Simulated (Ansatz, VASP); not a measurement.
## Two plane-wave programs on Zr

```
Zr
1.0
     0.00000    3.06962    3.06962
     3.06962    0.00000    3.06962
     3.06962    3.06962    0.00000
Zr
2
Direct
  0.50000 0.50000 0.50000
  0.75000 0.75000 0.75000
```

Alike in both runs: functional PBEsol; k mesh 10 × 10 × 10; occupations gaussian, width 0.1 eV; no spin polarisation.

Ansatz relaxed the structure, and its values are those at the end. VASP's run is a single point on that final structure, the one shown.

```csv
,VASP,Ansatz
version,VASP 6.6.1,Ansatz 0.2.0
potentials or method,"VASP PAW PBE potentials, release 64 (Zr_sv), cutoff 500 eV","scalar-relativistic, plane waves, PAW"
valence electrons in the cell,24,24
```

|  | VASP | Ansatz | Ansatz less VASP |
| --- | --- | --- | --- |
| gap on the k mesh at the Fermi level (eV) | none | none | - |
| pressure (GPa) | 0.2 | 0.0 | -0.17 |

VASP's potentials were made for PBE, not for PBEsol. A gap of «none» marks a metal or a gap that the smearing closes. The functional is the same, so the differences come from potentials, cutoffs and numerics.
